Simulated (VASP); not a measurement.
# MnVC4N4 (P-43m) in VASP: single point with PBE

Aim: the single point of MnVC4N4 with PBE.

All numbers are computed with VASP 6.6.1; they aren't measurements. Logs are shortened: lines on timing, memory, paths and dates and some standing lists are left out, and cuts for length are marked.

**1. The cell of the first run**

Symmetry: P-43m, No. 215, cubic system. Conventional cell: a = 5.909 Å, b = 5.909 Å, c = 5.909 Å, α = 90.00°, β = 90.00°, γ = 90.00°. Within 2.7 Å of Mn (site symmetry -43m) lie 4 N at 2.03 Å. V (site symmetry -43m) has 4 C at 1.92 Å within 2.5 Å. Within 1.6 Å of C (site symmetry 3m) lie 1 N at 1.17 Å. Within 1.6 Å of N (site symmetry 3m) lie 1 C at 1.17 Å.

**2. Single point, PBE, collinear spin, ferromagnetic start**

The input, INCAR:

```
SYSTEM = MnVC4N4
PREC = Accurate
ENCUT = 520
EDIFF = 1E-6
ISMEAR = 0
SIGMA = 0.1
LREAL = .False.
LASPH = .True.
NELM = 150
ALGO = Normal
ISIF = 2
LWAVE = .False.
LCHARG = .False.
ISPIN = 2
MAGMOM = 4 2 0 0 0 0 0 0 0 0
LORBIT = 11
LMAXMIX = 4
GGA = PE
NBANDS = 46
```

The input, KPOINTS:

```
Automatic mesh
0
Gamma
  4 4 4
  0 0 0
```

The input, POSCAR:

```
MnVC4N4
1.0
    5.9086026500      0.0000000000      0.0000000000
    0.0000000000      5.9086026500      0.0000000000
    0.0000000000      0.0000000000      5.9086026500
Mn V C N
1 1 4 4
Direct
    0.5000000000      0.5000000000      0.5000000000
    0.0000000000      0.0000000000      0.0000000000
    0.1873167900      0.1873167900      0.1873167900
    0.1873167900      0.8126832100      0.8126832100
    0.8126832100      0.1873167900      0.8126832100
    0.8126832100      0.8126832100      0.1873167900
    0.3016415900      0.3016415900      0.3016415900
    0.3016415900      0.6983584100      0.6983584100
    0.6983584100      0.3016415900      0.6983584100
    0.6983584100      0.6983584100      0.3016415900
```

Potentials or basis: VASP PAW PBE potentials, release 64 (Mn_pv, V_sv, C, N).

Run with:

```console
$ cat potpaw_PBE.64/Mn_pv/POTCAR potpaw_PBE.64/V_sv/POTCAR potpaw_PBE.64/C/POTCAR potpaw_PBE.64/N/POTCAR > POTCAR
$ mpirun -np 1 vasp_std > vasp.out
```

OUTCAR:

```text
SYSTEM = MnVC4N4
   PREC = Accurate
   ENCUT = 520
   EDIFF = 1E-6
   ISMEAR = 0
   LREAL = .False.
   LASPH = .True.
   NELM = 150
   ISIF = 2
   ISPIN = 2
   LORBIT = 11
   GGA = PE

 ion  position               nearest neighbor table
   1  0.500  0.500  0.500-   7 2.03   8 2.03   9 2.03  10 2.03
   2  0.000  0.000  0.000-   3 1.92   4 1.92   5 1.92   6 1.92
   3  0.187  0.187  0.187-   7 1.17   2 1.92
   4  0.187  0.813  0.813-   8 1.17   2 1.92
   5  0.813  0.187  0.813-   9 1.17   2 1.92
   6  0.813  0.813  0.187-  10 1.17   2 1.92
   7  0.302  0.302  0.302-   3 1.17   1 2.03
   8  0.302  0.698  0.698-   4 1.17   1 2.03
   9  0.698  0.302  0.698-   5 1.17   1 2.03
  10  0.698  0.698  0.302-   6 1.17   1 2.03

  LATTYP: Found a simple cubic cell.
 ALAT       =     5.9086026500

  Lattice vectors:

 A1 = (   5.9086026500,   0.0000000000,   0.0000000000)
 A2 = (   0.0000000000,   5.9086026500,   0.0000000000)
 A3 = (   0.0000000000,   0.0000000000,   5.9086026500)

Analysis of symmetry for initial positions (statically):
=====================================================================
 Subroutine PRICEL returns:
 Original cell was already a primitive cell.

 Routine SETGRP: Setting up the symmetry group for a
 simple cubic supercell.

 Subroutine GETGRP returns: Found 24 space group operations
 (whereof 24 operations were pure point group operations)
 out of a pool of 48 trial point group operations.

The static configuration has the point symmetry T_d .

Analysis of symmetry for dynamics (positions and initial velocities):
=====================================================================
 Subroutine PRICEL returns:
 Original cell was already a primitive cell.

 Routine SETGRP: Setting up the symmetry group for a
 simple cubic supercell.

 Subroutine GETGRP returns: Found 24 space group operations
 (whereof 24 operations were pure point group operations)
 out of a pool of 48 trial point group operations.

The dynamic configuration has the point symmetry T_d .

Analysis of structural, dynamic, and magnetic symmetry:
=====================================================================
 Subroutine PRICEL returns:
 Original cell was already a primitive cell.

 Routine SETGRP: Setting up the symmetry group for a
 simple cubic supercell.

 Subroutine GETGRP returns: Found 24 space group operations
 (whereof 24 operations were pure point group operations)
 out of a pool of 48 trial point group operations.

The overall configuration has the point symmetry T_d .

 Subroutine INISYM returns: Found 24 space group operations
 (whereof 24 operations are pure point group operations),
 and found     1 'primitive' translations

----------------------------------------------------------------------------------------

                                     Primitive cell

  volume of cell :     206.2787

  direct lattice vectors                    reciprocal lattice vectors
     5.908602650  0.000000000  0.000000000     0.169244754  0.000000000  0.000000000
     0.000000000  5.908602650  0.000000000     0.000000000  0.169244754  0.000000000
     0.000000000  0.000000000  5.908602650     0.000000000  0.000000000  0.169244754

  length of vectors
     5.908602650  5.908602650  5.908602650     0.169244754  0.169244754  0.169244754

  position of ions in fractional coordinates (direct lattice)
     0.500000000  0.500000000  0.500000000
     0.000000000  0.000000000  0.000000000
     0.187316790  0.187316790  0.187316790
     0.187316790  0.812683210  0.812683210
     0.812683210  0.187316790  0.812683210
     0.812683210  0.812683210  0.187316790
     0.301641590  0.301641590  0.301641590
     0.301641590  0.698358410  0.698358410
     0.698358410  0.301641590  0.698358410
     0.698358410  0.698358410  0.301641590

  ion indices of the primitive-cell ions
   primitive index   ion index
                 1           1
                 2           2
                 3           3
                 4           4
                 5           5
                 6           6
                 7           7
                 8           8
                 9           9
                10          10

----------------------------------------------------------------------------------------

 KPOINTS: Automatic mesh

Automatic generation of k-mesh.
 Grid dimensions read from file:
 generate k-points for:    4    4    4

 Generating k-lattice:

  Cartesian coordinates                     Fractional coordinates (reciprocal lattice)
     0.042311188  0.000000000  0.000000000     0.250000000  0.000000000  0.000000000
     0.000000000  0.042311188  0.000000000     0.000000000  0.250000000  0.000000000
     0.000000000  0.000000000  0.042311188     0.000000000  0.000000000  0.250000000

  Length of vectors
     0.042311188  0.042311188  0.042311188

  Shift w.r.t. Gamma in fractional coordinates (k-lattice)
     0.000000000  0.000000000  0.000000000

 Subroutine IBZKPT returns following result:
 ===========================================

 Found     10 irreducible k-points:

 Following reciprocal coordinates:
            Coordinates               Weight
  0.000000  0.000000  0.000000      1.000000
  0.250000  0.000000  0.000000      6.000000
  0.500000  0.000000  0.000000      3.000000
  0.250000  0.250000  0.000000     12.000000
  0.500000  0.250000  0.000000     12.000000
  0.500000  0.500000  0.000000      3.000000
  0.250000  0.250000  0.250000      8.000000
  0.500000  0.250000  0.250000     12.000000
  0.500000  0.500000  0.250000      6.000000
  0.500000  0.500000  0.500000      1.000000
   k-points           NKPTS =     10   k-points in BZ     NKDIM =     10   number of bands    NBANDS=     46
   number of dos      NEDOS =    301   number of ions     NIONS =     10
   total plane-waves  NPLWV = 110592
   dimension x,y,z NGX =    48 NGY =   48 NGZ =   48
   dimension x,y,z NGXF=    96 NGYF=   96 NGZF=   96
   ions per type =               1   1   4   4
   NGX,Y,Z   is equivalent  to a cutoff of  13.51, 13.51, 13.51 a.u.
   NGXF,Y,Z  is equivalent  to a cutoff of  27.01, 27.01, 27.01 a.u.
 SYSTEM =  MnVC4N4
   PREC   = accura    normal or accurate (medium, high low for compatibility)
   ISTART =      0    job   : 0-new  1-cont  2-samecut
   ICHARG =      2    charge: 1-file 2-atom 10-const
   ISPIN  =      2    spin polarized calculation?
   LNONCOLLINEAR =      F non collinear calculations
   LSORBIT =      F    spin-orbit coupling
   LASPH  =      T    aspherical Exc in radial PAW
   ENCUT  =  520.0 eV  38.22 Ry    6.18 a.u.  10.99 10.99 10.99*2*pi/ulx,y,z
   NELM   =    150;   NELMIN=  2; NELMDL= -5     # of ELM steps
   EDIFF  = 0.1E-05   stopping-criterion for ELM
   LREAL  =      F    real-space projection
   EDIFFG = 0.1E-04   stopping-criterion for IOM
   NSW    =      0    number of steps for IOM
   IBRION =     -1    ionic relax: 0-MD 1-quasi-New 2-CG
   NFREE  =      0    steps in history (QN), initial steepest desc. (CG)
   ISIF   =      2    stress and relaxation
   ISYM   =      2    0-nonsym 1-usesym 2-fastsym
   POTIM  = 0.5000    time-step for ionic-motion
   TEBEG  =    0.0;   TEEND  =   0.0 temperature during run
   PSTRESS=    0.0 pullay stress
   NELECT =      62.0000    total number of electrons
   NUPDOWN=      -1.0000    fix difference up-down
   EMIN   =  10.00;   EMAX   =-10.00  energy-range for DOS
   EFERMI =   0.00;   METHOD = LEGACY
   ISMEAR =     0;   SIGMA  =   0.10  broadening in eV -4-tet -1-fermi 0-gaus
   EFERMI_NEDOS =   21; number of points for ismear=-14 and -15
   IALGO  =     38    algorithm
   IMIX   =      4    mixing-type and parameters
     AMIX     =   0.40;   BMIX     =  1.00
     AMIX_MAG =   1.60;   BMIX_MAG =  1.00
  volume/ion in A,a.u.               =      20.63       139.20
  Fermi-wavevector in a.u.,A,eV,Ry     =   1.096614  2.072301 16.361865  1.202563
  Thomas-Fermi vector in A             =   2.232960
   LORBIT       =     11    0 simple, 1 ext, 2 COOP (PROOUT), +10 PAW based schemes
   GGA     = PE    functional components
   LHFCALC =     F    Hartree Fock is set to
   AEXX    =    0.0000 exact exchange contribution
   IVDW    =     0    specifies the selected vdW correction
   LEPSILON=     F    determine dielectric tensor
   LRPA    =     F    only Hartree local field effects (RPA)
 spin polarized calculation
 Gauss-broadening in eV      SIGMA  =   0.10
  energy-cutoff  :      520.00
  volume of cell :      206.28
 maximum number of plane-waves:      5590
 NGX is ok and might be reduce to    48
   NGX = 21   NGY = 21   NGZ = 21

 number of electron      62.0000007 magnetization       2.0000907

 Free energy of the ion-electron system (eV)
  ---------------------------------------------------
  ext. energy  EPLUGINS =         0.00000000
  ---------------------------------------------------
  free energy    TOTEN  =       -84.71366944 eV

  energy without entropy =      -84.68475018  energy(sigma->0) =      -84.69920981

 E-fermi :   0.2604     XC(G=0):  -7.1917

 val. band max:        0.2483246363   @ k =   0.2500   0.2500   0.2500
 cond. band min:       0.2656100260   @ k =   0.2500   0.0000   0.0000
 fundamental gap:      0.0172853897
 Fermi energy:         0.2603765288

 spin component 1

 k-point     1 :       0.0000    0.0000    0.0000
  band No.  band energies     occupation
      1     -63.3348      1.00000
      2     -50.2248      1.00000
      3     -50.2248      1.00000
      4     -50.2248      1.00000
      5     -37.2618      1.00000
      6     -37.2618      1.00000
[... 35 lines left out ...]
     42       5.1030      0.00000
     43       5.1030      0.00000
[... 372 lines left out ...]
      2     -50.2248      1.00000
      3     -50.2248      1.00000
      4     -50.2248      1.00000
      5     -37.2619      1.00000
      6     -37.2619      1.00000
[... 35 lines left out ...]
     42       5.2235      0.00000
     43       5.2235      0.00000
 Fermi energy:         0.2603765288

 spin component 2

 k-point     1 :       0.0000    0.0000    0.0000
  band No.  band energies     occupation
      1     -64.9697      1.00000
      2     -45.9070      1.00000
      3     -45.9070      1.00000
      4     -45.9070      1.00000
      5     -38.8823      1.00000
      6     -38.8823      1.00000
[... 35 lines left out ...]
     42       5.0002      0.00000
     43       5.0003      0.00000
[... 372 lines left out ...]
      2     -45.9070      1.00000
      3     -45.9070      1.00000
      4     -45.9070      1.00000
      5     -38.8823      1.00000
      6     -38.8823      1.00000
[... 35 lines left out ...]
     42       5.0799      0.00000
     43       5.0799      0.00000
 [bands above 43 left out]

------------------------ aborting loop because EDIFF is reached ----------------------------------------

  FORCE on cell =-STRESS in cart. coord.  units (eV):
  Direction    XX          YY          ZZ          XY          YZ          ZX
  --------------------------------------------------------------------------------------
  -------------------------------------------------------------------------------------
  Total        4.9744746      4.9744746      4.9744746      0.0000000      0.0000000      0.0000000
  in kB       38.6370043     38.6370043     38.6370043      0.0000000      0.0000000      0.0000000
  external PRESSURE =      38.6370043 kB  Pullay stress =       0.0000000 kB

 VOLUME and BASIS-vectors are now :
 -----------------------------------------------------------------------------
  energy-cutoff  :      520.00
  volume of cell :      206.28
      direct lattice vectors                 reciprocal lattice vectors
     5.908602650  0.000000000  0.000000000     0.169244754  0.000000000  0.000000000
     0.000000000  5.908602650  0.000000000     0.000000000  0.169244754  0.000000000
     0.000000000  0.000000000  5.908602650     0.000000000  0.000000000  0.169244754

 POSITION                                       TOTAL-FORCE (eV/Angst)
 -----------------------------------------------------------------------------------
      2.95430      2.95430      2.95430        -0.000000      0.000000     -0.000000
      0.00000      0.00000      0.00000        -0.000000      0.000000     -0.000000
      1.10678      1.10678      1.10678         0.109252      0.109252      0.109252
      1.10678      4.80182      4.80182         0.109252     -0.109252     -0.109252
      4.80182      1.10678      4.80182        -0.109252      0.109252     -0.109252
      4.80182      4.80182      1.10678        -0.109252     -0.109252      0.109252
      1.78228      1.78228      1.78228         1.114908      1.114908      1.114908
      1.78228      4.12632      4.12632         1.114908     -1.114908     -1.114908
      4.12632      1.78228      4.12632        -1.114908      1.114908     -1.114908
      4.12632      4.12632      1.78228        -1.114908     -1.114908      1.114908
 -----------------------------------------------------------------------------------
    total drift:                                0.000000      0.000000     -0.000000

  FREE ENERGIE OF THE ION-ELECTRON SYSTEM (eV)
  ---------------------------------------------------
  free  energy   TOTEN  =       -84.7136694436 eV

  energy  without entropy=      -84.6847501779  energy(sigma->0) =      -84.69920981

 total charge

# of ion       s       p       d       tot
------------------------------------------
    1        0.243   6.265   4.909  11.417
    2        2.346   6.310   3.175  11.831
    3        0.972   1.671   0.000   2.642
    4        0.972   1.671   0.000   2.642
    5        0.972   1.671   0.000   2.642
    6        0.972   1.671   0.000   2.642
    7        1.305   2.578   0.000   3.883
    8        1.305   2.578   0.000   3.883
    9        1.305   2.578   0.000   3.883
   10        1.305   2.578   0.000   3.883
--------------------------------------------------
tot         11.694  29.570   8.083  49.348

 magnetization (x)

# of ion       s       p       d       tot
------------------------------------------
    1        0.022   0.065   3.926   4.013
    2       -0.018  -0.039  -1.643  -1.700
    3        0.012   0.055   0.000   0.067
    4        0.012   0.055   0.000   0.067
    5        0.012   0.055   0.000   0.067
    6        0.012   0.055   0.000   0.067
    7       -0.001  -0.105   0.000  -0.106
    8       -0.001  -0.105   0.000  -0.106
    9       -0.001  -0.105   0.000  -0.106
   10       -0.001  -0.105   0.000  -0.106
--------------------------------------------------
tot          0.048  -0.174   2.283   2.157
```

Wall time 8.4 min (1 thread of Intel Xeon Platinum 8259CL at 2.50GHz (Skylake/Cascade Lake), shared host); peak memory 0.48 GiB.

What came out:

- Free energy: -84.7137 eV
- Pressure: 3.9 GPa
- Largest force: 1.931 eV/Å
- Band gap on the k mesh: zero (filled and empty bands overlap)
- Net moment: 2.00 μB per cell
- Site moments: Mn +4.01; V -1.70; C +0.07; N -0.11 μB
- Valence electrons inside the program's atomic spheres: Mn 11.42; V 11.83; C 2.64; N 3.88

Forces in eV/Å, atoms in the order of the input:
```
Mn   0.000  0.000  0.000
V    0.000  0.000  0.000
C    0.109  0.109  0.109
C    0.109 -0.109 -0.109
C   -0.109  0.109 -0.109
C   -0.109 -0.109  0.109
N    1.115  1.115  1.115
N    1.115 -1.115 -1.115
N   -1.115  1.115 -1.115
N   -1.115 -1.115  1.115
```

Caveat: the cell stands under pressure; a cell with one magnetic atom can't hold antiferromagnetic order, which such compounds often take; forces of over 1 eV/Å act on the atoms, so gaps and moduli don't describe the material at rest.
